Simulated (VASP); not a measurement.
A run of VASP 6.6.1:

POSCAR

```
ScSi2
1.0
    0.0000000000      3.1148846708      3.1148846708
    3.1148846708      0.0000000000      3.1148846708
    3.1148846708      3.1148846708      0.0000000000
Sc Si
1 2
Direct
    0.0000000000      0.0000000000      0.0000000000
    0.2500000000      0.2500000000      0.2500000000
    0.7500000000      0.7500000000      0.7500000000
```

The input INCAR.step1:

```
SYSTEM = ScSi2
ALGO = Normal ; EDIFF = 1E-7
ENCUT = 520 ; GGA = PE
ISIF = 2 ; ISMEAR = 0
LASPH = .True. ; LCHARG = .True.
LMAXMIX = 4 ; LREAL = .False.
LWAVE = .False. ; NBANDS = 16
NELM = 100 ; PREC = Accurate
SIGMA = 0.1
```

The input KPOINTS.step1:

```
k-points
0
Gamma
  14 14 14
  0 0 0
```

The input INCAR.step2:

```
SYSTEM = ScSi2
ALGO = Normal ; EDIFF = 1E-7
ENCUT = 520 ; GGA = PE
ICHARG = 11 ; ISIF = 2
ISMEAR = -5 ; LASPH = .True.
LCHARG = .False. ; LMAXMIX = 4
LORBIT = 11 ; LREAL = .False.
LWAVE = .False. ; NEDOS = 2001
NELM = 100 ; PREC = Accurate
SIGMA = 0.1
```

File KPOINTS.step2:

```
k-points
0
Gamma
  21 21 21
  0 0 0
```

Potentials or basis: VASP PAW PBE potentials, release 64 (Sc_sv, Si).

The run is started by

```bash
$ cat potpaw_PBE.64/Sc_sv/POTCAR potpaw_PBE.64/Si/POTCAR > POTCAR
$ cp INCAR.step1 INCAR
$ cp KPOINTS.step1 KPOINTS
$ mpirun -np 1 vasp_std > vasp.out
$ cp INCAR.step2 INCAR
$ cp KPOINTS.step2 KPOINTS
$ mpirun -np 1 vasp_std > vasp.out
```

Hardware: 1 thread of Oxide Virtual Turin-like Processor (shared host).

Question: Estimate the wall time of this run.

Answer: Run time: 9.8 min on 1 thread of Oxide Virtual Turin-like Processor, with other jobs on the host, peak memory 0.35 GiB. Counts: k points 286.
